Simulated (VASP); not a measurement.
# BN (Fmm2) in VASP: relaxation of cell and atoms with PBE

Aim: the relaxation of cell and atoms of BN with PBE.

Everything below comes from runs of VASP 6.6.1. Logs are shortened: lines on timing, memory, paths and dates and some standing lists are left out, and cuts for length are marked.

## Step 1: The cell of the first run

It takes space group Fmm2 (No. 42, orthorhombic). The conventional cell has a = 2.508 Å, b = 6.679 Å, c = 4.338 Å, α = 90.00°, β = 90.00°, γ = 90.00°. Within 1.9 Å of B (site symmetry mm2) lie 3 N at 1.45 Å. Within 1.9 Å of N (site symmetry mm2) lie 3 B at 1.45 Å.

## Step 2: Relaxation of cell and atoms, PBE

INCAR reads:

```
PREC = Accurate
ENCUT = 910
EDIFF = 1E-7
ISMEAR = 0
SIGMA = 0.02
LREAL = F
LASPH = T
NELM = 120
ALGO = Normal
ISIF = 3
LWAVE = F
LCHARG = F
GGA = PE
IBRION = 2
NSW = 70
EDIFFG = -0.005
GGA_COMPAT = F
NELMIN = 4
```

KPOINTS reads:

```
regular mesh
0
Gamma
  12 12 12
```

POSCAR reads:

```
BN
1.0
    0.0000000000      3.3394821895      2.1688319106
    1.2538424675      0.0000000000      2.1688319106
    1.2538424675      3.3394821895      0.0000000000
B N
1 1
Direct
    0.0001068737      0.0001068737      0.9998931263
    0.6665931163      0.6665931163      0.3334068837
```

Potentials or basis: VASP PAW PBE potentials, release 64 (B_h, N_h).

Started as:

```
$ cat potpaw_PBE.64/B_h/POTCAR potpaw_PBE.64/N_h/POTCAR > POTCAR
$ mpirun -np 1 vasp_std > vasp.out
```

OUTCAR:

```text
PREC = Accurate
   ENCUT = 910
   EDIFF = 1E-7
   ISMEAR = 0
   LREAL = F
   LASPH = T
   NELM = 120
   ISIF = 3
   GGA = PE
   IBRION = 2
   NSW = 70
   EDIFFG = -0.005
   NELMIN = 4

 ion  position               nearest neighbor table
   1  0.000  0.000  1.000-   2 1.45   2 1.45   2 1.45
   2  0.667  0.667  0.333-   1 1.45   1 1.45   1 1.45

  LATTYP: Found a face centered orthorhombic cell.
 ALAT       =     2.5076849350
 B/A-ratio  =     1.7297483271
 C/A-ratio  =     2.6633985338

  Lattice vectors:

 A1 = (   0.0000000000,   3.3394821895,   2.1688319106)
 A2 = (  -1.2538424675,   3.3394821895,   0.0000000000)
 A3 = (  -1.2538424675,   0.0000000000,   2.1688319106)

Analysis of symmetry for initial positions (statically):
=====================================================================
 Subroutine PRICEL returns:
 Original cell was already a primitive cell.

 Routine SETGRP: Setting up the symmetry group for a
 face centered orthorhombic supercell.

 Subroutine GETGRP returns: Found  4 space group operations
 (whereof  4 operations were pure point group operations)
 out of a pool of  8 trial point group operations.

The static configuration has the point symmetry C_2v.

Analysis of symmetry for dynamics (positions and initial velocities):
=====================================================================
 Subroutine PRICEL returns:
 Original cell was already a primitive cell.

 Routine SETGRP: Setting up the symmetry group for a
 face centered orthorhombic supercell.

 Subroutine GETGRP returns: Found  4 space group operations
 (whereof  4 operations were pure point group operations)
 out of a pool of  8 trial point group operations.

The dynamic configuration has the point symmetry C_2v.

 Subroutine INISYM returns: Found  4 space group operations
 (whereof  4 operations are pure point group operations),
 and found     1 'primitive' translations

----------------------------------------------------------------------------------------

                                     Primitive cell

  volume of cell :      18.1626

  direct lattice vectors                    reciprocal lattice vectors
     0.000000000  3.339482189  2.168831911    -0.398774179  0.149723811  0.230538843
     1.253842467  0.000000000  2.168831911     0.398774179 -0.149723811  0.230538843
     1.253842467  3.339482189  0.000000000     0.398774179  0.149723811 -0.230538843

  length of vectors
     3.981955945  2.505185181  3.567108385     0.484341020  0.484341020  0.484341020

  position of ions in fractional coordinates (direct lattice)
     0.000106874  0.000106874  0.999893126
     0.666593116  0.666593116  0.333406884

  ion indices of the primitive-cell ions
   primitive index   ion index
                 1           1
                 2           2

----------------------------------------------------------------------------------------

 KPOINTS: regular mesh

Automatic generation of k-mesh.
 Grid dimensions read from file:
 generate k-points for:   12   12   12

 Generating k-lattice:

  Cartesian coordinates                     Fractional coordinates (reciprocal lattice)
    -0.033231182  0.012476984  0.019211570     0.083333333  0.000000000 -0.000000000
     0.033231182 -0.012476984  0.019211570     0.000000000  0.083333333  0.000000000
     0.033231182  0.012476984 -0.019211570    -0.000000000 -0.000000000  0.083333333

  Length of vectors
     0.040361752  0.040361752  0.040361752

  Shift w.r.t. Gamma in fractional coordinates (k-lattice)
     0.000000000  0.000000000  0.000000000

 Subroutine IBZKPT returns following result:
 ===========================================

 Found    280 irreducible k-points:

 Following reciprocal coordinates:
            Coordinates               Weight
  0.000000  0.000000  0.000000      1.000000
  0.083333  0.000000  0.000000      8.000000
  0.166667 -0.000000  0.000000      8.000000
  0.250000  0.000000  0.000000      8.000000
  0.333333  0.000000  0.000000      8.000000
  0.416667  0.000000 -0.000000      8.000000
[... 16 lines left out ...]
  0.500000  0.166667  0.000000      8.000000
 -0.416667  0.166667  0.000000      8.000000
 [... further k-points ...]
   k-points           NKPTS =    280   k-points in BZ     NKDIM =    280   number of bands    NBANDS=      8
   number of dos      NEDOS =    301   number of ions     NIONS =      2
   total plane-waves  NPLWV =  40320
   dimension x,y,z NGX =    40 NGY =   28 NGZ =   36
   dimension x,y,z NGXF=    80 NGYF=   56 NGZF=   72
   ions per type =               1   1
   NGX,Y,Z   is equivalent  to a cutoff of  16.70, 18.58, 16.78 a.u.
   NGXF,Y,Z  is equivalent  to a cutoff of  33.40, 37.16, 33.56 a.u.
 SYSTEM =  unknown system
   PREC   = accura    normal or accurate (medium, high low for compatibility)
   ISTART =      0    job   : 0-new  1-cont  2-samecut
   ICHARG =      2    charge: 1-file 2-atom 10-const
   ISPIN  =      1    spin polarized calculation?
   LNONCOLLINEAR =      F non collinear calculations
   LSORBIT =      F    spin-orbit coupling
   LASPH  =      T    aspherical Exc in radial PAW
   ENCUT  =  910.0 eV  66.88 Ry    8.18 a.u.   9.79  6.16  8.77*2*pi/ulx,y,z
   NELM   =    120;   NELMIN=  4; NELMDL= -5     # of ELM steps
   EDIFF  = 0.1E-06   stopping-criterion for ELM
   LREAL  =      F    real-space projection
   EDIFFG = -.5E-02   stopping-criterion for IOM
   NSW    =     70    number of steps for IOM
   IBRION =      2    ionic relax: 0-MD 1-quasi-New 2-CG
   NFREE  =      1    steps in history (QN), initial steepest desc. (CG)
   ISIF   =      3    stress and relaxation
   ISYM   =      2    0-nonsym 1-usesym 2-fastsym
   POTIM  = 0.5000    time-step for ionic-motion
   TEBEG  =    0.0;   TEEND  =   0.0 temperature during run
   PSTRESS=    0.0 pullay stress
   NELECT =       8.0000    total number of electrons
   NUPDOWN=      -1.0000    fix difference up-down
   EMIN   =  10.00;   EMAX   =-10.00  energy-range for DOS
   EFERMI =   0.00;   METHOD = LEGACY
   ISMEAR =     0;   SIGMA  =   0.02  broadening in eV -4-tet -1-fermi 0-gaus
   EFERMI_NEDOS =   21; number of points for ismear=-14 and -15
   IALGO  =     38    algorithm
   IMIX   =      4    mixing-type and parameters
     AMIX     =   0.40;   BMIX     =  1.00
     AMIX_MAG =   1.60;   BMIX_MAG =  1.00
  volume/ion in A,a.u.               =       9.08        61.28
  Fermi-wavevector in a.u.,A,eV,Ry     =   1.245601  2.353844 21.109725  1.551521
  Thomas-Fermi vector in A             =   2.379816
   LORBIT       =      0    0 simple, 1 ext, 2 COOP (PROOUT), +10 PAW based schemes
   GGA     = PE    functional components
   LHFCALC =     F    Hartree Fock is set to
   AEXX    =    0.0000 exact exchange contribution
   IVDW    =     0    specifies the selected vdW correction
   LEPSILON=     F    determine dielectric tensor
   LRPA    =     F    only Hartree local field effects (RPA)
 conjugate gradient relaxation of ions
 non-spin polarized calculation
 Gauss-broadening in eV      SIGMA  =   0.02
  energy-cutoff  :      910.00
  volume of cell :       18.16
 maximum number of plane-waves:      1153
   NGX = 19   NGY = 13   NGZ = 17

--------------------------------------- Ionic step        1  -------------------------------------------

 number of electron       8.0000000 magnetization

 Free energy of the ion-electron system (eV)
  ---------------------------------------------------
  ext. energy  EPLUGINS =         0.00000000
  ---------------------------------------------------
  free energy    TOTEN  =       -17.59805657 eV

  energy without entropy =      -17.59805657  energy(sigma->0) =      -17.59805657

------------------------ aborting loop because EDIFF is reached ----------------------------------------

  FORCE on cell =-STRESS in cart. coord.  units (eV):
  Direction    XX          YY          ZZ          XY          YZ          ZX
  --------------------------------------------------------------------------------------
  -------------------------------------------------------------------------------------
  Total        0.2294761      0.3022990      0.2295630      0.0000000      0.0000000      0.0000000
  in kB       20.2427746     26.6667035     20.2504378      0.0000000      0.0000000      0.0000000
  external PRESSURE =      22.3866387 kB  Pullay stress =       0.0000000 kB
[... 57 lines left out ...]
  energy  without entropy=      -17.5989248218  energy(sigma->0) =      -17.59892482

--------------------------------------- Ionic step        3  -------------------------------------------

 number of electron       8.0000000 magnetization

 E-fermi :   3.4298     XC(G=0): -10.0557

 val. band max:        3.3492072751   @ k =   0.5000  -0.3333   0.1667
 cond. band min:       7.0044769888   @ k =   0.0000   0.5000   0.5000
 fundamental gap:      3.6552697138
 Fermi energy:         3.4297661399

 k-point     1 :       0.0000    0.0000    0.0000
  band No.  band energies     occupation
      1     -14.4872      2.00000
      2      -0.8586      2.00000
      3       1.8991      2.00000
      4       1.9020      2.00000
      5       8.4115      0.00000
      6      14.7257      0.00000
      7      14.8210      0.00000
      8      16.2294      0.00000
[... 243 lines left out ...]
 k-point    24 :      -0.4167    0.1667    0.0000
  band No.  band energies     occupation
      1     -11.0658      2.00000
      2      -5.2798      2.00000
      3      -2.2176      2.00000
      4       2.6938      2.00000
      5       8.0214      0.00000
      6      14.7297      0.00000
      7      16.7869      0.00000
      8      18.7045      0.00000

 [... further k-points ...]

------------------------ aborting loop because EDIFF is reached ----------------------------------------

  FORCE on cell =-STRESS in cart. coord.  units (eV):
  Direction    XX          YY          ZZ          XY          YZ          ZX
  --------------------------------------------------------------------------------------
  -------------------------------------------------------------------------------------
  Total       -0.1853781      0.2814348     -0.1834277      0.0000000      0.0000000      0.0000000
  in kB      -16.1705422     24.5495768    -16.0004113      0.0000000      0.0000000      0.0000000
  external PRESSURE =      -2.5404589 kB  Pullay stress =       0.0000000 kB
[... 17 lines left out ...]
  FREE ENERGIE OF THE ION-ELECTRON SYSTEM (eV)
  ---------------------------------------------------
  free  energy   TOTEN  =       -17.5994998254 eV

  energy  without entropy=      -17.5994998254  energy(sigma->0) =      -17.59949983

[... ionic steps 4 to 7 ...]

--------------------------------------- Ionic step        8  -------------------------------------------

 number of electron       8.0000000 magnetization

------------------------ aborting loop because EDIFF is reached ----------------------------------------

  FORCE on cell =-STRESS in cart. coord.  units (eV):
  Direction    XX          YY          ZZ          XY          YZ          ZX
  --------------------------------------------------------------------------------------
  -------------------------------------------------------------------------------------
  Total        0.0008407     -0.0030808      0.0314439      0.0000000      0.0000000      0.0000000
  in kB        0.0688330     -0.2522486      2.5745756      0.0000000      0.0000000      0.0000000
  external PRESSURE =       0.7970533 kB  Pullay stress =       0.0000000 kB
[... 57 lines left out ...]
  energy  without entropy=      -17.6090532361  energy(sigma->0) =      -17.60905324

--------------------------------------- Ionic step       10  -------------------------------------------

 number of electron       8.0000000 magnetization

 Free energy of the ion-electron system (eV)
  ---------------------------------------------------
  ext. energy  EPLUGINS =         0.00000000
  ---------------------------------------------------
  free energy    TOTEN  =       -17.60910721 eV

  energy without entropy =      -17.60910721  energy(sigma->0) =      -17.60910721

 E-fermi :   2.9396     XC(G=0):  -9.6168

 val. band max:        2.7615704008   @ k =   0.5000  -0.3333   0.1667
 cond. band min:       6.6911047390   @ k =   0.0000   0.5000   0.5000
 fundamental gap:      3.9295343382
 Fermi energy:         2.9395640464

 k-point     1 :       0.0000    0.0000    0.0000
  band No.  band energies     occupation
      1     -15.0249      2.00000
      2      -1.7728      2.00000
      3       1.3330      2.00000
      4       1.3356      2.00000
      5       7.5203      0.00000
      6      14.2126      0.00000
      7      14.2671      0.00000
      8      15.5687      0.00000
[... 243 lines left out ...]
 k-point    24 :      -0.4167    0.1667    0.0000
  band No.  band energies     occupation
      1     -11.6431      2.00000
      2      -5.8620      2.00000
      3      -2.7895      2.00000
      4       2.1349      2.00000
      5       7.4828      0.00000
      6      14.1928      0.00000
      7      16.0594      0.00000
      8      17.6391      0.00000

 [... further k-points ...]

------------------------ aborting loop because EDIFF is reached ----------------------------------------

  FORCE on cell =-STRESS in cart. coord.  units (eV):
  Direction    XX          YY          ZZ          XY          YZ          ZX
  --------------------------------------------------------------------------------------
  -------------------------------------------------------------------------------------
  Total       -0.0039967     -0.0036112      0.0041997      0.0000000      0.0000000      0.0000000
  in kB       -0.3270909     -0.2955396      0.3437002      0.0000000      0.0000000      0.0000000
  external PRESSURE =      -0.0929767 kB  Pullay stress =       0.0000000 kB
[... 17 lines left out ...]
  FREE ENERGIE OF THE ION-ELECTRON SYSTEM (eV)
  ---------------------------------------------------
  free  energy   TOTEN  =       -17.6091072136 eV

  energy  without entropy=      -17.6091072136  energy(sigma->0) =      -17.60910721

 reached required accuracy - stopping structural energy minimisation
```

It took 6.5 min on 1 thread of AMD EPYC 9R45 (Zen 5), shared host; peak memory 0.23 GiB.

Results:

| Item | Value |
| --- | --- |
| Free energy | -17.6091 eV |
| Relaxed volume | 9.79 Å³/atom |
| Relaxed cell | a = 4.194 Å, b = 2.510 Å, c = 3.801 Å, α = 80.49°, β = 36.17°, γ = 63.34° |
| Space group after relaxing (to 0.1 Å) | Fmm2 (No. 42) |
| Energy gained by relaxing | 5.5 meV/atom |
| Ionic steps | 10 |
| Pressure after relaxing | 0.0 GPa |
| Largest force after relaxing | 0.003 eV/Å |
| Band gap on the k mesh | 3.93 eV (least direct gap 4.54 eV) |

Forces in eV/Å, atoms in the order of the input:
```
B    0.000  0.000 -0.003
N    0.000  0.000  0.003
```

The path:
```tsv
step	energy change (eV)	largest force (eV/Å)	pressure (GPa)	volume (Å³)
1	0.0000	0.0001	2.24	18.16
2	-0.0009	0.0011	-1.79	18.50
3	-0.0014	0.0006	-0.25	18.37
4	-0.0038	0.0007	-0.21	18.52
5	-0.0088	0.0005	-0.08	18.97
6	-0.0104	0.0015	0.14	19.86
7	-0.0110	0.0006	0.07	19.54
8	-0.0110	0.0006	0.08	19.57
9	-0.0110	0.0181	-0.36	19.61
10	-0.0111	0.0033	-0.01	19.58
```

Final structure:
```
B N
1.0
     0.00000    3.58722    2.17314
     1.25565    0.00000    2.17314
     1.25565    3.58722    0.00000
B N
1 1
Direct
  0.00008 0.00008 0.99992
  0.66662 0.66662 0.33338
```

Levels at points of the mesh, in eV from the valence-band top:
| k point | band 1 | band 2 | band 3 | band 4 | band 5 | band 6 | band 7 | band 8 |
| --- | --- | --- | --- | --- | --- | --- | --- | --- |
| (0.00, 0.00, 0.00) | -17.79 | -4.53 | -1.43 | -1.43 | 4.76 | 11.45 | 11.51 | 12.81 |
| (0.50, 0.00, 0.00) | -14.65 | -8.94 | -4.20 | -0.99 | 4.63 | 9.72 | 13.17 | 15.30 |
| (0.50, 0.50, 0.00) | -14.68 | -9.02 | -4.20 | -0.57 | 5.64 | 9.33 | 12.14 | 13.52 |
| (0.50, 0.00, 0.50) | -17.63 | -5.97 | -1.45 | -1.42 | 9.27 | 11.42 | 11.45 | 11.58 |
| (0.00, 0.50, 0.50) | -14.60 | -8.86 | -4.23 | -1.37 | 3.93 | 9.82 | 14.29 | 18.11 |

Caveat: the cutoff is under 1.25 times the usual one of these potentials, so pressure, stress and relaxed cells hold a basis-set (Pulay) error.
